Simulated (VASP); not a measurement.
# MgZn7O8 (P1) in VASP: notebook

Runs on MgZn7O8. Level: r2SCAN. Tasks: single point.

Everything below comes from runs of VASP 6.6.1. Logs are shortened: lines on timing, memory, paths and dates and some standing lists are left out, and cuts for length are marked.

## (1) The cell of the first run

The typed cell holds 16 atoms: a = 5.205 Å, b = 6.465 Å, c = 6.468 Å, α = 119.82°, β = 90.06°, γ = 89.96°.

## (2) Single point, r2SCAN

POSCAR

```
MgZn7O8
1.0
   -0.0009515042      0.0024386463     -5.2047014965
    3.2406417559      5.5940088400     -0.0020199723
    3.2439144868     -5.5958983400      0.0031946689
O Mg Zn
8 1 7
Direct
    0.6212343555      0.1663912701      0.3337684341
    0.6213347384      0.1662325251      0.8332371670
    0.6215187048      0.6659846554      0.3333519733
    0.6211834000      0.6664894659      0.8337122470
    0.1206328634      0.3333545584      0.6661453663
    0.1199248623      0.3349627720      0.1670719581
    0.1199159439      0.8323151911      0.6643959997
    0.1198270568      0.8322130086      0.1673298005
    0.0001450932      0.6659007142      0.3332030788
    0.0020743476      0.1655690963      0.3316443791
    1.0019636818      0.1656143016      0.8336939815
    0.0023735615      0.6680177858      0.8340906109
    0.5008970304      0.3339854142      0.6667293412
    0.4997235180      0.3321396518      0.1654029426
    0.4999132534      0.8328775586      0.6658967092
    0.4994782618      0.8337176787      0.1665661766
```

INCAR.step1

```
SYSTEM = MgZn7O8
  PREC = Accurate
  ENCUT = 520
  ISMEAR = 0
  SIGMA = 0.1
  LREAL = Auto
  LASPH = .True.
  NELM = 100
  NBANDS = 81
  ISYM = 0
  GGA = PE
  ALGO = Normal
  EDIFF = 1E-4
  LWAVE = .True.
  LCHARG = .False.
```

INCAR.step2

```
SYSTEM = MgZn7O8
  PREC = Accurate
  ENCUT = 520
  EDIFF = 1E-6
  ISMEAR = 0
  SIGMA = 0.1
  LREAL = Auto
  LASPH = .True.
  NELM = 100
  ALGO = Normal
  ISIF = 2
  LWAVE = .False.
  LCHARG = .False.
  METAGGA = R2SCAN
  LMIXTAU = .True.
  NBANDS = 81
  ISYM = 0
  ISTART = 1
```

KPOINTS

```
Automatic mesh
0
Gamma
  2 2 2
  0.5 0.5 0.5
```

Potentials or basis: VASP PAW PBE potentials, release 64 (O, Mg, Zn).

Launch:

```
$ cat potpaw_PBE.64/O/POTCAR potpaw_PBE.64/Mg/POTCAR potpaw_PBE.64/Zn/POTCAR > POTCAR
$ cp INCAR.step1 INCAR
$ mpirun -np 1 vasp_std > vasp.out
$ cp INCAR.step2 INCAR
$ mpirun -np 1 vasp_std > vasp.out
```

OUTCAR:

```text
SYSTEM = MgZn7O8
   PREC = Accurate
   ENCUT = 520
   EDIFF = 1E-6
   ISMEAR = 0
   LREAL = Auto
   LASPH = .True.
   NELM = 100
   ISIF = 2
   METAGGA = R2SCAN
   ISYM = 0
   ISTART = 1

 ion  position               nearest neighbor table
   1  0.621  0.166  0.334-  16 1.97  13 1.97  14 1.97  10 1.98
   2  0.621  0.166  0.833-  14 1.97  13 1.97  15 1.97  11 1.98
   3  0.622  0.666  0.333-   9 1.97  15 1.97  16 1.98  14 1.98
   4  0.621  0.666  0.834-  13 1.97  16 1.97  15 1.97  12 1.98
   5  0.121  0.333  0.666-  12 1.98  11 1.98  10 1.98  13 1.98
   6  0.120  0.335  0.167-   9 1.96  10 1.97  11 1.97  14 1.98
   7  0.120  0.832  0.664-   9 1.96  12 1.97  11 1.97  15 1.98
   8  0.120  0.832  0.167-   9 1.96  12 1.97  10 1.97  16 1.98
   9  0.000  0.666  0.333-   6 1.96   7 1.96   8 1.96   3 1.97  15 3.20  14 3.20  16 3.20  15 3.21
                            16 3.21  14 3.21  10 3.23  12 3.23  12 3.24  10 3.24  11 3.24  11 3.24
  10  0.002  0.166  0.332-   6 1.97   8 1.97   5 1.98   1 1.98   9 3.23   9 3.24
  11  0.002  0.166  0.834-   7 1.97   6 1.97   5 1.98   2 1.98   9 3.24   9 3.24
  12  0.002  0.668  0.834-   7 1.97   8 1.97   5 1.98   4 1.98   9 3.23   9 3.24
  13  0.501  0.334  0.667-   4 1.97   1 1.97   2 1.97   5 1.98
  14  0.500  0.332  0.165-   2 1.97   1 1.97   6 1.98   3 1.98   9 3.20   9 3.21
  15  0.500  0.833  0.666-   3 1.97   4 1.97   2 1.97   7 1.98   9 3.20   9 3.21
  16  0.499  0.834  0.167-   1 1.97   4 1.97   3 1.98   8 1.98   9 3.20   9 3.21

IMPORTANT INFORMATION: All symmetrisations will be switched off!
NOSYMM: (Re-)initialisation of all symmetry stuff for point group C_1.

----------------------------------------------------------------------------------------

                                     Primitive cell

  volume of cell :     188.8306

  direct lattice vectors                    reciprocal lattice vectors
    -0.000951504  0.002438646 -5.204701497     0.000034780 -0.000089527 -0.192134026
     3.240641756  5.594008840 -0.002019972     0.154238608  0.089411363  0.000013696
     3.243914487 -5.595898340  0.003194669     0.154186543 -0.089321184 -0.000070039

  length of vectors
     5.204702155  6.464881899  6.468158133     0.192134050  0.178280510  0.178190260

  position of ions in fractional coordinates (direct lattice)
     0.621234356  0.166391270  0.333768434
     0.621334738  0.166232525  0.833237167
     0.621518705  0.665984655  0.333351973
     0.621183400  0.666489466  0.833712247
     0.120632863  0.333354558  0.666145366
     0.119924862  0.334962772  0.167071958
[... 8 lines left out ...]
     0.499913253  0.832877559  0.665896709
     0.499478262  0.833717679  0.166566177

  ion indices of the primitive-cell ions
   primitive index   ion index
                 1           1
                 2           2
                 3           3
                 4           4
                 5           5
                 6           6
[... 8 lines left out ...]
                15          15
                16          16

----------------------------------------------------------------------------------------

 KPOINTS: Automatic mesh

Automatic generation of k-mesh.
 Grid dimensions read from file:
 generate k-points for:    2    2    2

 Generating k-lattice:

  Cartesian coordinates                     Fractional coordinates (reciprocal lattice)
     0.000017390 -0.000044763 -0.096067013     0.500000000 -0.000000000  0.000000000
     0.077119304  0.044705682  0.000006848    -0.000000000  0.500000000  0.000000000
     0.077093271 -0.044660592 -0.000035019     0.000000000  0.000000000  0.500000000

  Length of vectors
     0.096067025  0.089140255  0.089095130

  Shift w.r.t. Gamma in fractional coordinates (k-lattice)
     0.500000000  0.500000000  0.500000000

 Subroutine IBZKPT returns following result:
 ===========================================

 Found      4 irreducible k-points:

 Following reciprocal coordinates:
            Coordinates               Weight
  0.250000  0.250000  0.250000      2.000000
 -0.250000  0.250000  0.250000      2.000000
  0.250000 -0.250000  0.250000      2.000000
 -0.250000 -0.250000  0.250000      2.000000
   k-points           NKPTS =      4   k-points in BZ     NKDIM =      4   number of bands    NBANDS=     81
   number of dos      NEDOS =    301   number of ions     NIONS =     16
   total plane-waves  NPLWV =  92160
   dimension x,y,z NGX =    40 NGY =   48 NGZ =   48
   dimension x,y,z NGXF=    80 NGYF=   96 NGZF=   96
   ions per type =               8   1   7
   NGX,Y,Z   is equivalent  to a cutoff of  12.78, 12.34, 12.34 a.u.
   NGXF,Y,Z  is equivalent  to a cutoff of  25.55, 24.69, 24.67 a.u.
 SYSTEM =  MgZn7O8
   PREC   = accura    normal or accurate (medium, high low for compatibility)
   ISTART =      1    job   : 0-new  1-cont  2-samecut
   ICHARG =      0    charge: 1-file 2-atom 10-const
   ISPIN  =      1    spin polarized calculation?
   LNONCOLLINEAR =      F non collinear calculations
   LSORBIT =      F    spin-orbit coupling
   LASPH  =      T    aspherical Exc in radial PAW
   ENCUT  =  520.0 eV  38.22 Ry    6.18 a.u.   9.68 12.02 12.03*2*pi/ulx,y,z
   NELM   =    100;   NELMIN=  2; NELMDL=  0     # of ELM steps
   EDIFF  = 0.1E-05   stopping-criterion for ELM
   LREAL  =      T    real-space projection
   EDIFFG = 0.1E-04   stopping-criterion for IOM
   NSW    =      0    number of steps for IOM
   IBRION =     -1    ionic relax: 0-MD 1-quasi-New 2-CG
   NFREE  =      0    steps in history (QN), initial steepest desc. (CG)
   ISIF   =      2    stress and relaxation
   ISYM   =      0    0-nonsym 1-usesym 2-fastsym
   POTIM  = 0.5000    time-step for ionic-motion
   TEBEG  =    0.0;   TEEND  =   0.0 temperature during run
   PSTRESS=    0.0 pullay stress
   NELECT =     134.0000    total number of electrons
   NUPDOWN=      -1.0000    fix difference up-down
   EMIN   =  10.00;   EMAX   =-10.00  energy-range for DOS
   EFERMI =   0.00;   METHOD = LEGACY
   ISMEAR =     0;   SIGMA  =   0.10  broadening in eV -4-tet -1-fermi 0-gaus
   EFERMI_NEDOS =   21; number of points for ismear=-14 and -15
   IALGO  =     38    algorithm
   IMIX   =      4    mixing-type and parameters
     AMIX     =   0.40;   BMIX     =  1.00
     AMIX_MAG =   1.60;   BMIX_MAG =  1.00
  volume/ion in A,a.u.               =      11.80        79.64
  Fermi-wavevector in a.u.,A,eV,Ry     =   1.460222  2.759420 29.011008  2.132249
  Thomas-Fermi vector in A             =   2.576697
   LORBIT       =      0    0 simple, 1 ext, 2 COOP (PROOUT), +10 PAW based schemes
   METAGGA = R2SCAN    functional components
   LHFCALC =     F    Hartree Fock is set to
   AEXX    =    0.0000 exact exchange contribution
   IVDW    =     0    specifies the selected vdW correction
   LEPSILON=     F    determine dielectric tensor
   LRPA    =     F    only Hartree local field effects (RPA)
 non-spin polarized calculation
 Gauss-broadening in eV      SIGMA  =   0.10
  energy-cutoff  :      520.00
  volume of cell :      188.83
 maximum number of plane-waves:      5089
 NGX is ok and might be reduce to    40
   NGX = 19   NGY = 25   NGZ = 25

 number of electron     134.0000063 magnetization

 Free energy of the ion-electron system (eV)
  ---------------------------------------------------
  ext. energy  EPLUGINS =         0.00000000
  ---------------------------------------------------
  free energy    TOTEN  =      -143.10795949 eV

  energy without entropy =     -143.10795949  energy(sigma->0) =     -143.10795949

 E-fermi :   1.1780     XC(G=0): -11.5208

 val. band max:        0.7013413034   @ k =   0.2500  -0.2500   0.2500
 cond. band min:       4.0978167594   @ k =  -0.2500  -0.2500   0.2500
 fundamental gap:      3.3964754560
 Fermi energy:         1.1779504439

 k-point     1 :       0.2500    0.2500    0.2500
  band No.  band energies     occupation
      1     -17.7165      2.00000
      2     -17.5278      2.00000
      3     -17.4683      2.00000
      4     -17.3221      2.00000
      5     -17.2572      2.00000
      6     -17.2165      2.00000
[... 71 lines left out ...]
     78      10.3831      0.00000
     79      10.4038      0.00000

 k-point     2 :      -0.2500    0.2500    0.2500
  band No.  band energies     occupation
      1     -17.7167      2.00000
      2     -17.5275      2.00000
      3     -17.4683      2.00000
      4     -17.3220      2.00000
      5     -17.2574      2.00000
      6     -17.2166      2.00000
[... 71 lines left out ...]
     78      10.3821      0.00000
     79      10.4037      0.00000

 k-point     3 :       0.2500   -0.2500    0.2500
  band No.  band energies     occupation
      1     -17.8458      2.00000
      2     -17.4411      2.00000
      3     -17.3841      2.00000
      4     -17.3490      2.00000
      5     -17.3076      2.00000
      6     -17.1841      2.00000
[... 71 lines left out ...]
     78      10.1301      0.00000
     79      10.4335      0.00000

 k-point     4 :      -0.2500   -0.2500    0.2500
  band No.  band energies     occupation
      1     -17.8460      2.00000
      2     -17.4400      2.00000
      3     -17.3854      2.00000
      4     -17.3488      2.00000
      5     -17.3063      2.00000
      6     -17.1847      2.00000
[... 71 lines left out ...]
     78      10.0659      0.00000
     79      10.4379      0.00000
 [bands above 79 left out]

------------------------ aborting loop because EDIFF is reached ----------------------------------------

  FORCE on cell =-STRESS in cart. coord.  units (eV):
  Direction    XX          YY          ZZ          XY          YZ          ZX
  --------------------------------------------------------------------------------------
  -------------------------------------------------------------------------------------
  Total        1.0349385      0.9802974      1.1325557      0.0118650      0.0104375      0.0139520
  in kB        8.7811763      8.3175608      9.6094321      0.1006715      0.0885591      0.1183786
  external PRESSURE =       8.9027231 kB  Pullay stress =       0.0000000 kB

 VOLUME and BASIS-vectors are now :
 -----------------------------------------------------------------------------
  energy-cutoff  :      520.00
  volume of cell :      188.83
      direct lattice vectors                 reciprocal lattice vectors
    -0.000951504  0.002438646 -5.204701497     0.000034780 -0.000089527 -0.192134026
     3.240641756  5.594008840 -0.002019972     0.154238608  0.089411363  0.000013696
     3.243914487 -5.595898340  0.003194669     0.154186543 -0.089321184 -0.000070039

 POSITION                                       TOTAL-FORCE (eV/Angst)
 -----------------------------------------------------------------------------------
      1.62134     -0.93543     -3.23261        -0.008822      0.017343      0.015700
      3.24106     -3.73129     -3.23154        -0.017748     -0.008378      0.022072
      3.23899      1.86164     -3.23510        -0.022224      0.009896     -0.069628
      4.86375     -0.93551     -3.23176         0.027656      0.017762      0.003155
      3.24109     -1.86260     -0.62640         0.001447     -0.002797      0.010123
      1.62735      0.93916     -0.62432         0.033116      0.032204      0.027084
[... 8 lines left out ...]
      4.85869      0.93405     -2.60145         0.024118     -0.007151     -0.015450
      3.24163      3.73295     -2.60079        -0.013158     -0.010363     -0.032935
 -----------------------------------------------------------------------------------
    total drift:                               -0.001955      0.015393     -0.223397

  FREE ENERGIE OF THE ION-ELECTRON SYSTEM (eV)
  ---------------------------------------------------
  free  energy   TOTEN  =      -143.1079594950 eV

  energy  without entropy=     -143.1079594949  energy(sigma->0) =     -143.10795949
```

Wall time 12 min (1 thread of Intel Xeon 8259CL, shared host); peak memory 0.32 GiB.

What came out:

- Free energy: -143.1080 eV
- Pressure: 0.9 GPa
- Largest force: 0.074 eV/Å
- Band gap on the k mesh: 3.40 eV

Forces on the atoms (eV/Å):
```
O   -0.009  0.017  0.016
O   -0.018 -0.008  0.022
O   -0.022  0.010 -0.070
O    0.028  0.018  0.003
O    0.001 -0.003  0.010
O    0.033  0.032  0.027
O   -0.048  0.036  0.025
O    0.003 -0.066  0.030
Mg   0.013  0.019  0.007
Zn   0.001 -0.007  0.008
Zn   0.004 -0.004 -0.009
Zn   0.000 -0.005  0.024
Zn  -0.025 -0.013 -0.022
Zn   0.028 -0.007 -0.023
Zn   0.024 -0.007 -0.015
Zn  -0.013 -0.010 -0.033
```

Levels at points of the mesh, in eV from the valence-band top:
| k point | band 63 | band 64 | band 65 | band 66 | band 67 | band 68 | band 69 | band 70 | band 71 | band 72 |
| --- | --- | --- | --- | --- | --- | --- | --- | --- | --- | --- |
| (0.25, 0.25, 0.25) | -0.70 | -0.61 | -0.49 | -0.30 | -0.25 | 4.28 | 5.48 | 5.68 | 7.04 | 7.65 |

Caveat: the k points lie up to 0.60 Å⁻¹ apart; the PAW data sets were made with another functional, which shifts forces and pressure a little; a shifted mesh leaves out Γ, where band edges can lie.

(Continued in part 2 of 2.)
